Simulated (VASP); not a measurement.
A run of VASP 6.6.1 is set up as follows.

Contents of POSCAR:

```
TaSi2
1.0
    4.7800000000      0.0000000000      0.0000000000
   -2.3900000000      4.1396014301      0.0000000000
    0.0000000000      0.0000000000      6.5640000000
Ta Si
3 6
Direct
    0.0000000000      0.5000000000      0.1666666667
    0.5000000000      0.5000000000      0.8333333333
    0.5000000000      0.0000000000      0.5000000000
    0.3333000000      0.1666500000      0.1666666667
    0.1666500000      0.8333500000      0.8333333333
    0.8333500000      0.6667000000      0.5000000000
    0.6667000000      0.8333500000      0.1666666667
    0.8333500000      0.1666500000      0.8333333333
    0.1666500000      0.3333000000      0.5000000000
```

INCAR.step1

```
ALGO = Normal
EDIFF = 1E-5
ENCUT = 550
GGA = PE
GGA_COMPAT = F
ISMEAR = -1
LASPH = T
LCHARG = F
LDAU = T
LDAUJ = 0 0
LDAUL = 2 -1
LDAUTYPE = 2
LDAUU = 3 0
LMAXMIX = 4
LREAL = F
LWAVE = T
NBANDS = 42
NELM = 200
PREC = Accurate
SIGMA = 0.05
```

Contents of INCAR.step2:

```
ALGO = Normal
EDIFF = 1E-6
ENCUT = 550
GGA_COMPAT = F
ISIF = 2
ISMEAR = -1
ISTART = 1
LASPH = T
LCHARG = F
LDAU = T
LDAUJ = 0 0
LDAUL = 2 -1
LDAUPRINT = 1
LDAUTYPE = 2
LDAUU = 3 0
LMAXMIX = 4
LMIXTAU = T
LREAL = F
LWAVE = F
METAGGA = R2SCAN
NBANDS = 42
NELM = 200
PREC = Accurate
SIGMA = 0.05
```

The input KPOINTS:

```
k-points
0
Gamma
  5 5 3
```

Potentials or basis: VASP PAW PBE potentials, release 64 (Ta_sv_GW, Si).

Launch:

```sh
$ cat potpaw_PBE.64/Ta_sv_GW/POTCAR potpaw_PBE.64/Si/POTCAR > POTCAR
$ cp INCAR.step1 INCAR
$ mpirun -np 1 vasp_std > vasp.out
$ cp INCAR.step2 INCAR
$ mpirun -np 1 vasp_std > vasp.out
```

**Question.** What does it give for the largest force?

**Answer.** 0.927 eV/Å.

**Question.** What does it give for the band gap on the k mesh?

**Answer.** Zero (an odd number of electrons rules out a gap without spin polarisation).

**Question.** Predict the pressure.

**Answer.** 4.4 GPa.

Stress tensor (GPa, compression positive):
```
4.00 0.00 0.00
0.00 4.00 0.00
0.00 0.00 5.20
```

Caveat: the cell stands under pressure; the PAW data sets were made with another functional, which shifts forces and pressure a little; spin-orbit coupling is left out, which moves the levels of the heavy elements; an odd number of electrons without spin polarisation forces a metal; a magnetic or distorted state may lie lower; U without spin polarisation on a metal has little footing; the U is typed as a test and isn't derived for this compound.
